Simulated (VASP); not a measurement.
# Sb (Fd-3m) in VASP: notebook

Sb is run at these levels: RPBE; tasks: single point.

All numbers are computed with VASP 6.6.1; they aren't measurements. Logs are shortened: lines on timing, memory, paths and dates and some standing lists are left out, and cuts for length are marked.

### 1 The cell of the first run

The structure is cubic, space group Fd-3m (No. 227). The conventional cell has a = 7.078 Å, b = 7.078 Å, c = 7.078 Å, α = 90.00°, β = 90.00°, γ = 90.00°. Sb (site symmetry -43m) has 4 Sb at 3.07 Å within 4.0 Å.

### 2 Single point, RPBE

INCAR reads:

```
SYSTEM = Sb
ALGO = Normal
EDIFF = 1E-7
ENCUT = 520
GGA = RP
ISIF = 2
ISMEAR = -1
LASPH = .True.
LCHARG = .False.
LREAL = .False.
LWAVE = .False.
NBANDS = 12
NELM = 80
PREC = Accurate
SIGMA = 0.1
```

KPOINTS reads:

```
k-points
0
Gamma
  9 9 9
  0 0 0
```

POSCAR reads:

```
Sb
1.0
    0.0000000000      3.5391707861      3.5391707861
    3.5391707861      0.0000000000      3.5391707861
    3.5391707861      3.5391707861      0.0000000000
Sb
2
Direct
    0.1250000000      0.1250000000      0.1250000000
    0.8750000000      0.8750000000      0.8750000000
```

Potentials or basis: VASP PAW PBE potentials, release 64 (Sb).

Started as:

```sh
cat potpaw_PBE.64/Sb/POTCAR > POTCAR
mpirun -np 1 vasp_std > vasp.out
```

OUTCAR:

```text
SYSTEM = Sb
   EDIFF = 1E-7
   ENCUT = 520
   GGA = RP
   ISIF = 2
   ISMEAR = -1
   LASPH = .True.
   LREAL = .False.
   NELM = 80
   PREC = Accurate

 ion  position               nearest neighbor table
   1  0.125  0.125  0.125-   2 3.07   2 3.07   2 3.07   2 3.07
   2  0.875  0.875  0.875-   1 3.07   1 3.07   1 3.07   1 3.07

  LATTYP: Found a face centered cubic cell.
 ALAT       =     7.0783415722

  Lattice vectors:

 A1 = (   0.0000000000,   3.5391707861,   3.5391707861)
 A2 = (   3.5391707861,   0.0000000000,   3.5391707861)
 A3 = (   3.5391707861,   3.5391707861,   0.0000000000)

Analysis of symmetry for initial positions (statically):
=====================================================================
 Subroutine PRICEL returns:
 Original cell was already a primitive cell.

 Routine SETGRP: Setting up the symmetry group for a
 face centered cubic supercell.

 Subroutine GETGRP returns: Found 48 space group operations
 (whereof 12 operations were pure point group operations)
 out of a pool of 48 trial point group operations.

The static configuration has the point symmetry D_3d.
 The point group associated with its full space group is O_h .

Analysis of symmetry for dynamics (positions and initial velocities):
=====================================================================
 Subroutine PRICEL returns:
 Original cell was already a primitive cell.

 Routine SETGRP: Setting up the symmetry group for a
 face centered cubic supercell.

 Subroutine GETGRP returns: Found 48 space group operations
 (whereof 12 operations were pure point group operations)
 out of a pool of 48 trial point group operations.

The dynamic configuration has the point symmetry D_3d.
 The point group associated with its full space group is O_h .

 Subroutine INISYM returns: Found 48 space group operations
 (whereof 12 operations are pure point group operations),
 and found     1 'primitive' translations

----------------------------------------------------------------------------------------

                                     Primitive cell

  volume of cell :      88.6614

  direct lattice vectors                    reciprocal lattice vectors
     0.000000000  3.539170786  3.539170786    -0.141276031  0.141276031  0.141276031
     3.539170786  0.000000000  3.539170786     0.141276031 -0.141276031  0.141276031
     3.539170786  3.539170786  0.000000000     0.141276031  0.141276031 -0.141276031

  length of vectors
     5.005143325  5.005143325  5.005143325     0.244697263  0.244697263  0.244697263

  position of ions in fractional coordinates (direct lattice)
     0.125000000  0.125000000  0.125000000
     0.875000000  0.875000000  0.875000000

  ion indices of the primitive-cell ions
   primitive index   ion index
                 1           1
                 2           2

----------------------------------------------------------------------------------------

 KPOINTS: k-points

Automatic generation of k-mesh.
 Grid dimensions read from file:
 generate k-points for:    9    9    9

 Generating k-lattice:

  Cartesian coordinates                     Fractional coordinates (reciprocal lattice)
    -0.015697337  0.015697337  0.015697337     0.111111111  0.000000000  0.000000000
     0.015697337 -0.015697337  0.015697337     0.000000000  0.111111111  0.000000000
     0.015697337  0.015697337 -0.015697337     0.000000000  0.000000000  0.111111111

  Length of vectors
     0.027188585  0.027188585  0.027188585

  Shift w.r.t. Gamma in fractional coordinates (k-lattice)
     0.000000000  0.000000000  0.000000000

 Subroutine IBZKPT returns following result:
 ===========================================

 Found     35 irreducible k-points:

 Following reciprocal coordinates:
            Coordinates               Weight
  0.000000  0.000000  0.000000      1.000000
  0.111111  0.000000  0.000000      8.000000
  0.222222  0.000000  0.000000      8.000000
  0.333333  0.000000  0.000000      8.000000
  0.444444  0.000000  0.000000      8.000000
  0.111111  0.111111  0.000000      6.000000
[... 16 lines left out ...]
 -0.333333  0.333333  0.000000     12.000000
  0.444444  0.444444  0.000000      6.000000
 [... further k-points ...]
   k-points           NKPTS =     35   k-points in BZ     NKDIM =     35   number of bands    NBANDS=     12
   number of dos      NEDOS =    301   number of ions     NIONS =      2
   total plane-waves  NPLWV =  64000
   dimension x,y,z NGX =    40 NGY =   40 NGZ =   40
   dimension x,y,z NGXF=    80 NGYF=   80 NGZF=   80
   ions per type =               2
   NGX,Y,Z   is equivalent  to a cutoff of  13.29, 13.29, 13.29 a.u.
   NGXF,Y,Z  is equivalent  to a cutoff of  26.57, 26.57, 26.57 a.u.
 SYSTEM =  Sb
   PREC   = accura    normal or accurate (medium, high low for compatibility)
   ISTART =      0    job   : 0-new  1-cont  2-samecut
   ICHARG =      2    charge: 1-file 2-atom 10-const
   ISPIN  =      1    spin polarized calculation?
   LNONCOLLINEAR =      F non collinear calculations
   LSORBIT =      F    spin-orbit coupling
   LASPH  =      T    aspherical Exc in radial PAW
   ENCUT  =  520.0 eV  38.22 Ry    6.18 a.u.   9.31  9.31  9.31*2*pi/ulx,y,z
   NELM   =     80;   NELMIN=  2; NELMDL= -5     # of ELM steps
   EDIFF  = 0.1E-06   stopping-criterion for ELM
   LREAL  =      F    real-space projection
   EDIFFG = 0.1E-05   stopping-criterion for IOM
   NSW    =      0    number of steps for IOM
   IBRION =     -1    ionic relax: 0-MD 1-quasi-New 2-CG
   NFREE  =      0    steps in history (QN), initial steepest desc. (CG)
   ISIF   =      2    stress and relaxation
   ISYM   =      2    0-nonsym 1-usesym 2-fastsym
   POTIM  = 0.5000    time-step for ionic-motion
   TEBEG  =    0.0;   TEEND  =   0.0 temperature during run
   PSTRESS=    0.0 pullay stress
   NELECT =      10.0000    total number of electrons
   NUPDOWN=      -1.0000    fix difference up-down
   EMIN   =  10.00;   EMAX   =-10.00  energy-range for DOS
   EFERMI =   0.00;   METHOD = LEGACY
   ISMEAR =    -1;   SIGMA  =   0.10  broadening in eV -4-tet -1-fermi 0-gaus
   EFERMI_NEDOS =   21; number of points for ismear=-14 and -15
   IALGO  =     38    algorithm
   IMIX   =      4    mixing-type and parameters
     AMIX     =   0.40;   BMIX     =  1.00
     AMIX_MAG =   1.60;   BMIX_MAG =  1.00
  volume/ion in A,a.u.               =      44.33       299.16
  Fermi-wavevector in a.u.,A,eV,Ry     =   0.790976  1.494728  8.512390  0.625643
  Thomas-Fermi vector in A             =   1.896424
   LORBIT       =      0    0 simple, 1 ext, 2 COOP (PROOUT), +10 PAW based schemes
   GGA     = RP    functional components
   LHFCALC =     F    Hartree Fock is set to
   AEXX    =    0.0000 exact exchange contribution
   IVDW    =     0    specifies the selected vdW correction
   LEPSILON=     F    determine dielectric tensor
   LRPA    =     F    only Hartree local field effects (RPA)
 non-spin polarized calculation
  energy-cutoff  :      520.00
  volume of cell :       88.66
 maximum number of plane-waves:      2421
 NGX is ok and might be reduce to    40
   NGX = 19   NGY = 19   NGZ = 19

 number of electron      10.0000000 magnetization

 Free energy of the ion-electron system (eV)
  ---------------------------------------------------
  ext. energy  EPLUGINS =         0.00000000
  ---------------------------------------------------
  free energy    TOTEN  =        -7.07107825 eV

  energy without entropy =       -7.02559793  energy(sigma->0) =       -7.04833809

 E-fermi :   3.6800     XC(G=0):  -7.5165

 val. band max:        3.6514179044   @ k =  -0.4444   0.4444   0.1111
 cond. band min:       3.6828344278   @ k =  -0.4444   0.4444   0.0000
 fundamental gap:      0.0314165235
 Fermi energy:         3.6799747272

 k-point     1 :       0.0000    0.0000    0.0000
  band No.  band energies     occupation
      1      -7.5376      2.00000
      2      -1.8441      2.00000
      3       1.9589      2.00000
      4       1.9589      2.00000
      5       1.9589      2.00000
      6       4.2110      0.00983
      7       4.2110      0.00983
      8       4.2110      0.00983
      9       7.8701      0.00000
     10       9.9795      0.00000
     11       9.9795      0.00000
     12      11.3059      0.00000

 k-point     2 :       0.1111    0.0000    0.0000
  band No.  band energies     occupation
      1      -7.4578      2.00000
      2      -2.1552      2.00000
      3       1.8382      2.00000
      4       1.8382      2.00000
      5       1.9624      2.00000
      6       4.3887      0.00167
      7       4.3887      0.00167
      8       4.4299      0.00111
      9       8.2488      0.00000
     10       9.6703      0.00000
     11       9.6703      0.00000
     12      11.0331      0.00000

 k-point     3 :       0.2222    0.0000    0.0000
  band No.  band energies     occupation
      1      -7.2290      2.00000
      2      -2.8691      2.00000
      3       1.5916      2.00000
      4       1.5916      2.00000
      5       1.8494      2.00000
      6       4.7590      0.00004
      7       4.7590      0.00004
      8       5.1557      0.00000
      9       8.9851      0.00000
     10       9.4353      0.00000
     11       9.4353      0.00000
     12      10.8516      0.00000
[... 286 lines left out ...]
 k-point    23 :      -0.3333    0.3333    0.0000
  band No.  band energies     occupation
      1      -6.0417      2.00000
      2      -4.8849      2.00000
      3      -0.0524      2.00000
      4       0.8208      2.00000
      5       3.1895      1.98529
      6       5.3237      0.00000
      7       6.3550      0.00000
      8       6.4047      0.00000
      9       8.3929      0.00000
     10       9.7572      0.00000
     11      11.2037      0.00000
     12      12.8346      0.00000

 k-point    24 :       0.4444    0.4444    0.0000
  band No.  band energies     occupation
      1      -5.9019      2.00000
      2      -5.0584      2.00000
      3       0.4733      2.00000
      4       0.4733      2.00000
      5       3.2696      1.96750
      6       3.3611      1.92083
      7       7.4915      0.00000
      8       7.4915      0.00000
      9       9.1751      0.00000
     10      10.3919      0.00000
     11      11.9612      0.00000
     12      11.9876      0.00000

 [... further k-points ...]

------------------------ aborting loop because EDIFF is reached ----------------------------------------

  FORCE on cell =-STRESS in cart. coord.  units (eV):
  Direction    XX          YY          ZZ          XY          YZ          ZX
  --------------------------------------------------------------------------------------
  -------------------------------------------------------------------------------------
  Total       -0.0312419     -0.0312419     -0.0312419      0.0000000      0.0000000      0.0000000
  in kB       -0.5645642     -0.5645642     -0.5645642      0.0000000      0.0000000      0.0000000
  external PRESSURE =      -0.5645642 kB  Pullay stress =       0.0000000 kB

 VOLUME and BASIS-vectors are now :
 -----------------------------------------------------------------------------
  energy-cutoff  :      520.00
  volume of cell :       88.66
      direct lattice vectors                 reciprocal lattice vectors
     0.000000000  3.539170786  3.539170786    -0.141276031  0.141276031  0.141276031
     3.539170786  0.000000000  3.539170786     0.141276031 -0.141276031  0.141276031
     3.539170786  3.539170786  0.000000000     0.141276031  0.141276031 -0.141276031

 POSITION                                       TOTAL-FORCE (eV/Angst)
 -----------------------------------------------------------------------------------
      0.88479      0.88479      0.88479        -0.000000      0.000000     -0.000000
      6.19355      6.19355      6.19355         0.000000     -0.000000      0.000000
 -----------------------------------------------------------------------------------
    total drift:                                0.000000     -0.000000     -0.000000

  FREE ENERGIE OF THE ION-ELECTRON SYSTEM (eV)
  ---------------------------------------------------
  free  energy   TOTEN  =        -7.0710782542 eV

  energy  without entropy=       -7.0255979270  energy(sigma->0) =       -7.04833809
```

Wall time 44 s (1 thread of Intel Xeon 6975P-C, shared host); peak memory 0.24 GiB.

Results:

- Free energy: -7.0711 eV
- Pressure: -0.1 GPa
- Band gap on the k mesh: zero (band 5 reaches 4.03 eV, above the bottom of band 6 at 3.36 eV)

Caveat: the PAW data sets were made with another functional, which shifts forces and pressure a little; spin-orbit coupling is left out, which moves the levels of the heavy elements.

### 3 Single point, RPBE (volume scaled by 1.04)

INCAR reads:

```
SYSTEM = Sb
  ALGO = Normal
  EDIFF = 1E-7
  ENCUT = 520
  GGA = RP
  ISIF = 2
  ISMEAR = -1
  LASPH = .TRUE.
  LCHARG = .FALSE.
  LREAL = .FALSE.
  LWAVE = .FALSE.
  NBANDS = 12
  NELM = 80
  PREC = Accurate
  SIGMA = 0.1
```

KPOINTS reads:

```
k-points
0
G
  9 9 9
  0 0 0
```

POSCAR reads:

```
Sb
1.0
    0.0000000000      3.5857441637      3.5857441637
    3.5857441637      0.0000000000      3.5857441637
    3.5857441637      3.5857441637      0.0000000000
Sb
2
Direct
    0.1250000000      0.1250000000      0.1250000000
    0.8750000000      0.8750000000      0.8750000000
```

Potentials or basis: VASP PAW PBE potentials, release 64 (Sb).

Started as:

```sh
cat potpaw_PBE.64/Sb/POTCAR > POTCAR
mpirun -np 1 vasp_std > vasp.out
```

OUTCAR:

```text
SYSTEM = Sb
   EDIFF = 1E-7
   ENCUT = 520
   GGA = RP
   ISIF = 2
   ISMEAR = -1
   LASPH = .TRUE.
   LREAL = .FALSE.
   NELM = 80
   PREC = Accurate

 ion  position               nearest neighbor table
   1  0.125  0.125  0.125-   2 3.11   2 3.11   2 3.11   2 3.11
   2  0.875  0.875  0.875-   1 3.11   1 3.11   1 3.11   1 3.11

  LATTYP: Found a face centered cubic cell.
 ALAT       =     7.1714883274

  Lattice vectors:

 A1 = (   0.0000000000,   3.5857441637,   3.5857441637)
[... 548 lines left out ...]
------------------------ aborting loop because EDIFF is reached ----------------------------------------

  FORCE on cell =-STRESS in cart. coord.  units (eV):
  Direction    XX          YY          ZZ          XY          YZ          ZX
  --------------------------------------------------------------------------------------
  -------------------------------------------------------------------------------------
  Total       -0.6259279     -0.6259279     -0.6259279      0.0000000      0.0000000      0.0000000
  in kB      -10.8759444    -10.8759444    -10.8759444      0.0000000      0.0000000      0.0000000
  external PRESSURE =     -10.8759444 kB  Pullay stress =       0.0000000 kB

 VOLUME and BASIS-vectors are now :
 -----------------------------------------------------------------------------
  energy-cutoff  :      520.00
  volume of cell :       92.21
      direct lattice vectors                 reciprocal lattice vectors
     0.000000000  3.585744164  3.585744164    -0.139441069  0.139441069  0.139441069
     3.585744164  0.000000000  3.585744164     0.139441069 -0.139441069  0.139441069
     3.585744164  3.585744164  0.000000000     0.139441069  0.139441069 -0.139441069

 POSITION                                       TOTAL-FORCE (eV/Angst)
 -----------------------------------------------------------------------------------
      0.89644      0.89644      0.89644        -0.000000     -0.000000     -0.000000
      6.27505      6.27505      6.27505         0.000000      0.000000      0.000000
 -----------------------------------------------------------------------------------
    total drift:                                0.000000     -0.000000     -0.000000

  FREE ENERGIE OF THE ION-ELECTRON SYSTEM (eV)
  ---------------------------------------------------
  free  energy   TOTEN  =        -7.0580312311 eV

  energy  without entropy=       -7.0147861929  energy(sigma->0) =       -7.03640871
```

stdout:

```text
POSCAR found type information on POSCAR Sb
 POSCAR found :  1 types and       2 ions
 scaLAPACK will be used
 -----------------------------------------------------------------------------
|                                                                             |
|                                                                             |
|     You enforced a specific xc type in the INCAR file but a different       |
|     I HOPE YOU KNOW WHAT YOU ARE DOING!                                     |
|                                                                             |
 -----------------------------------------------------------------------------

 LDA part: xc-table for (Slater+PW92), standard interpolation
 POSCAR, INCAR and KPOINTS ok, starting setup
 FFT: planning ... GRIDC
 FFT: planning ... GRID_SOFT
 FFT: planning ... GRID
 WAVECAR not read
 entering main loop
```

Run time: 38 s. Hardware: 1 thread of Intel Xeon 6975P-C, shared host; peak memory 0.24 GiB.

Results:

| Quantity | Value |
| --- | --- |
| Free energy | -7.0580 eV |
| Pressure | -1.1 GPa |
| Band gap on the k mesh | zero (band 5 reaches 3.64 eV, above the bottom of band 6 at 3.05 eV) |

Caveat: the PAW data sets were made with another functional, which shifts forces and pressure a little; spin-orbit coupling is left out, which moves the levels of the heavy elements.
